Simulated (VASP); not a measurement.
# Zr8B15 (a cell with a defect) in VASP: single point with LDA

Aim: the single point of Zr8B15 (a cell with a defect) with LDA.

Program: VASP 6.6.1. These are calculated values, not measurements. Logs are shortened: lines on timing, memory, paths and dates and some standing lists are left out, and cuts for length are marked.

**1. The cell of the first run**

The cell holds a defect, 23 atoms: a = 6.256 Å, b = 6.256 Å, c = 6.958 Å, α = 90.00°, β = 90.00°, γ = 120.00°.

**2. Single point, LDA**

File INCAR:

```
SYSTEM = Zr8B15
PREC     = Accurate       ! precision mode
ENCUT    = 520            ! plane-wave cutoff, eV
EDIFF    = 1E-6           ! SCF threshold, eV
ISMEAR   = -1             ! smearing method
SIGMA    = 0.1            ! smearing width, eV
LREAL    = Auto         
LASPH    = .True.         ! aspherical terms in the spheres
NELM     = 100            ! most SCF steps
ALGO     = Normal         ! electronic algorithm
ISIF     = 2              ! what is computed and relaxed
LWAVE    = .False.        ! write WAVECAR
LCHARG   = .False.        ! write CHGCAR
NBANDS   = 88             ! bands
```

File KPOINTS:

```
Automatic mesh
0
Gamma
  3 3 2
  0 0 0
```

File POSCAR:

```
Zr8B15
1.0
    6.2562506200      0.0000000100      0.0000000000
   -3.1281253200      5.4180711800      0.0000000000
    0.0000000000      0.0000000000      6.9579785800
Zr B
8 15
Direct
    0.0000476576     -0.0004136158      0.0015104962
    0.0000543051     -0.0004086325      0.4960045450
    0.0000475472      0.5005788794      0.0015169636
    0.0000501228      0.5005779566      0.4960019581
    0.4990571952     -0.0004130630      0.0015163887
    0.4990630369     -0.0004093717      0.4960018144
    0.4997141025      0.4999172039     -0.0002168733
    0.4997269904      0.4999234792      0.4977276029
    0.1802344207      0.3401758554      0.2487696649
    0.3338243388      0.1681316037      0.2487557241
    0.1661917892      0.3331517690      0.7487614312
    0.3331655378      0.1667986571      0.7487525206
    0.1663811596      0.8332540951      0.2487567301
    0.3338233163      0.6658116656      0.2487561553
    0.1663888235      0.8332480044      0.7487564010
    0.3331617918      0.6664722328      0.7487582694
    0.6594610613      0.3401793613      0.2487448014
    0.6664875688      0.3331584125      0.7487562573
    0.8330548069      0.1665888029      0.7487535266
    0.6594668651      0.8194080229      0.2487445140
    0.8315034158      0.6658162789      0.2487547181
    0.6664871926      0.8334489975      0.7487581257
    0.8328411175      0.6664796146      0.7487617187
```

Potentials or basis: VASP PAW LDA potentials, release 64 (Zr_sv, B).

Started as:

```console
cat potpaw_LDA.64/Zr_sv/POTCAR potpaw_LDA.64/B/POTCAR > POTCAR
mpirun -np 1 vasp_std > vasp.out
```

OUTCAR:

```text
SYSTEM = Zr8B15
   PREC = Accurate
   ENCUT = 520
   EDIFF = 1E-6
   ISMEAR = -1
   LREAL = Auto
   LASPH = .True.
   NELM = 100
   ISIF = 2

 ion  position               nearest neighbor table
   1  0.000  1.000  0.002-  13 2.49  21 2.50  10 2.50  15 2.52  23 2.52  12 2.52  22 2.52  11 2.52
                            19 2.52  20 2.52   9 2.52   3 3.12   5 3.12   7 3.13   7 3.13   5 3.13
   2  0.000  1.000  0.496-  13 2.49  10 2.50  21 2.50  15 2.52  12 2.52  23 2.52  11 2.52  22 2.52
                            19 2.52   9 2.52  20 2.52   6 3.12   4 3.12   8 3.13   8 3.13   4 3.13
   3  0.000  0.501  0.002-  13 2.49  14 2.50  21 2.50  15 2.52  23 2.52  16 2.52  18 2.52  11 2.52
                            19 2.52  17 2.52   9 2.52   1 3.12   5 3.12   7 3.13   7 3.13   5 3.13
   4  0.000  0.501  0.496-  13 2.49  14 2.50  21 2.50  15 2.52  16 2.52  23 2.52  18 2.52  11 2.52
                            19 2.52   9 2.52  17 2.52   2 3.12   6 3.12   8 3.13   8 3.13   6 3.13
   5  0.499  1.000  0.002-  13 2.49  14 2.50  10 2.50  15 2.52  12 2.52  16 2.52  22 2.52  18 2.52
                            19 2.52  20 2.52  17 2.52   3 3.12   1 3.12   7 3.13   7 3.13   1 3.13
   6  0.499  1.000  0.496-  13 2.49  14 2.50  10 2.50  15 2.52  12 2.52  16 2.52  18 2.52  22 2.52
                            19 2.52  20 2.52  17 2.52   2 3.12   4 3.12   8 3.13   8 3.13   4 3.13
   7  0.500  0.500  1.000-  17 2.45  20 2.45   9 2.45  10 2.50  14 2.50  21 2.50  16 2.51  23 2.51
                            12 2.51  11 2.51  22 2.51  18 2.51   3 3.13   5 3.13   1 3.13   1 3.13
   8  0.500  0.500  0.498-   9 2.45  17 2.45  20 2.45  21 2.50  14 2.50  10 2.50  16 2.51  12 2.51
                            23 2.51  18 2.51  22 2.51  11 2.51   4 3.13   2 3.13   6 3.13   6 3.13
   9  0.180  0.340  0.249-  10 1.77  14 1.77   8 2.45   7 2.45   4 2.52   2 2.52   3 2.52   1 2.52
[... 23 lines left out ...]
  21  0.832  0.666  0.249-  20 1.77  17 1.77  13 1.81   1 2.50   3 2.50   2 2.50   4 2.50   8 2.50
                             7 2.50
  22  0.666  0.833  0.749-  19 1.80  23 1.81  16 1.81   7 2.51   8 2.51   1 2.52   2 2.52   6 2.52
                             5 2.52
  23  0.833  0.666  0.749-  18 1.81  22 1.81  15 1.81   7 2.51   8 2.51   1 2.52   3 2.52   2 2.52
                             4 2.52

  LATTYP: Found a hexagonal cell.
 ALAT       =     6.2562506200
 C/A-ratio  =     1.1121642982

  Lattice vectors:

 A1 = (   6.2562506200,   0.0000000100,   0.0000000000)
 A2 = (  -3.1281253200,   5.4180711800,   0.0000000000)
 A3 = (   0.0000000000,   0.0000000000,   6.9579785800)

Analysis of symmetry for initial positions (statically):
=====================================================================
 Subroutine PRICEL returns:
 Original cell was already a primitive cell.

 Routine SETGRP: Setting up the symmetry group for a
 hexagonal supercell.

 Subroutine GETGRP returns: Found  1 space group operations
[... 157 lines left out ...]
   EMIN   =  10.00;   EMAX   =-10.00  energy-range for DOS
   EFERMI =   0.00;   METHOD = LEGACY
   ISMEAR =    -1;   SIGMA  =   0.10  broadening in eV -4-tet -1-fermi 0-gaus
   EFERMI_NEDOS =   21; number of points for ismear=-14 and -15
   IALGO  =     38    algorithm
   IMIX   =      4    mixing-type and parameters
     AMIX     =   0.40;   BMIX     =  1.00
     AMIX_MAG =   1.60;   BMIX_MAG =  1.00
  volume/ion in A,a.u.               =      10.25        69.20
  Fermi-wavevector in a.u.,A,eV,Ry     =   1.379115  2.606150 25.877721  1.901959
  Thomas-Fermi vector in A             =   2.504114
   LORBIT       =      0    0 simple, 1 ext, 2 COOP (PROOUT), +10 PAW based schemes
   GGA     = CA    functional components
   LHFCALC =     F    Hartree Fock is set to
   AEXX    =    0.0000 exact exchange contribution
   IVDW    =     0    specifies the selected vdW correction
   LEPSILON=     F    determine dielectric tensor
   LRPA    =     F    only Hartree local field effects (RPA)
 non-spin polarized calculation
  energy-cutoff  :      520.00
  volume of cell :      235.85
 maximum number of plane-waves:      6391
 NGX is ok and might be reduce to    48
   NGX = 23   NGY = 23   NGZ = 25

 number of electron     140.9999997 magnetization

 Free energy of the ion-electron system (eV)
  ---------------------------------------------------
  ext. energy  EPLUGINS =         0.00000000
  ---------------------------------------------------
  free energy    TOTEN  =      -208.23386379 eV

  energy without entropy =     -208.00657544  energy(sigma->0) =     -208.12021961

 E-fermi :  10.1925     XC(G=0): -12.6362

 val. band max:       10.1398094123   @ k =   0.3333   0.3333   0.0000
 cond. band min:      10.2148875418   @ k =   0.0000   0.0000   0.0000
 fundamental gap:      0.0750781295
 Fermi energy:        10.1924898464

 k-point     1 :       0.0000    0.0000    0.0000
  band No.  band energies     occupation
      1     -37.6064      2.00000
      2     -37.5822      2.00000
      3     -37.4754      2.00000
      4     -37.4753      2.00000
      5     -37.4532      2.00000
      6     -37.4532      2.00000
[... 839 lines left out ...]
     81      14.3552      0.00000
     82      14.3872      0.00000
 [bands above 82 left out]

------------------------ aborting loop because EDIFF is reached ----------------------------------------

  FORCE on cell =-STRESS in cart. coord.  units (eV):
  Direction    XX          YY          ZZ          XY          YZ          ZX
  --------------------------------------------------------------------------------------
  -------------------------------------------------------------------------------------
  Total        7.2265515      7.2256886     -2.4240673     -0.0016569      0.0009042      0.0018902
  in kB       49.0907597     49.0848982    -16.4669559     -0.0112556      0.0061424      0.0128405
  external PRESSURE =      27.2362340 kB  Pullay stress =       0.0000000 kB

 VOLUME and BASIS-vectors are now :
 -----------------------------------------------------------------------------
  energy-cutoff  :      520.00
  volume of cell :      235.85
      direct lattice vectors                 reciprocal lattice vectors
     6.256250620  0.000000010  0.000000000     0.159840144  0.092283764  0.000000000
    -3.128125320  5.418071180  0.000000000    -0.000000000  0.184567527  0.000000000
     0.000000000  0.000000000  6.957978580     0.000000000  0.000000000  0.143719902

 POSITION                                       TOTAL-FORCE (eV/Angst)
 -----------------------------------------------------------------------------------
     -3.12653      5.41583      0.01051        -0.005741      0.003446      0.001367
     -3.12651      5.41586      3.45119        -0.007284      0.004250      0.000662
     -1.56558      2.71217      0.01056        -0.000246     -0.006586      0.000710
     -1.56556      2.71217      3.45117         0.000236     -0.008204      0.000935
     -0.00461      5.41583      0.01055         0.005543      0.003339      0.000298
     -0.00458      5.41585      3.45117         0.007251      0.003972      0.000763
[... 15 lines left out ...]
      1.56258      4.51569      5.20984        -0.000276      0.003748     -0.000463
      3.12563      3.61103      5.20987         0.003384      0.001871     -0.000506
 -----------------------------------------------------------------------------------
    total drift:                                0.001398     -0.000312      0.001112

  FREE ENERGIE OF THE ION-ELECTRON SYSTEM (eV)
  ---------------------------------------------------
  free  energy   TOTEN  =      -208.2338637860 eV

  energy  without entropy=     -208.0065754415  energy(sigma->0) =     -208.12021961
```

stdout:

```text
POSCAR found type information on POSCAR ZrB
 POSCAR found :  2 types and      23 ions
 scaLAPACK will be used
 LDA part: xc-table for (Slater(with rela. corr.)+CA(PZ))
 , standard interpolation
 POSCAR, INCAR and KPOINTS ok, starting setup
 FFT: planning ... GRIDC
 FFT: planning ... GRID_SOFT
 FFT: planning ... GRID
 WAVECAR not read
 entering main loop
```

Run time: 4 min. Hardware: 1 thread of Intel Xeon Platinum 8488C (Sapphire Rapids), shared host; peak memory 0.35 GiB.

What came out:

```
Free energy            : -208.2339 eV
Pressure               : 2.7 GPa
Largest force          : 0.009 eV/Å
Band gap on the k mesh : zero (an odd number of electrons rules out a gap without spin polarisation)
```

Forces in eV/Å, atoms in the order of the input:
```
Zr  -0.006  0.003  0.001
Zr  -0.007  0.004  0.001
Zr   0.000 -0.007  0.001
Zr   0.000 -0.008  0.001
Zr   0.006  0.003  0.000
Zr   0.007  0.004  0.001
Zr   0.000  0.000  0.008
Zr  -0.001  0.000 -0.009
B   -0.001 -0.001 -0.001
B    0.000  0.004 -0.001
B   -0.003 -0.002  0.000
B    0.000 -0.004  0.000
B    0.000  0.000  0.000
B    0.003 -0.001 -0.001
B    0.000  0.000  0.000
B   -0.003  0.002 -0.001
B    0.002 -0.001  0.001
B    0.003 -0.002  0.000
B    0.000  0.000  0.000
B    0.000  0.002  0.001
B   -0.003 -0.002 -0.001
B    0.000  0.004  0.000
B    0.003  0.002 -0.001
```

Stress tensor (GPa, compression positive):
```
 4.91  0.00  0.00
 0.00  4.91  0.00
 0.00  0.00 -1.65
```

Caveat: the k points lie up to 0.45 Å⁻¹ apart, too coarse for converged energies and pressures of a metal.

The gap in the log of VASP goes by the Fermi energy; the results here count the filled bands.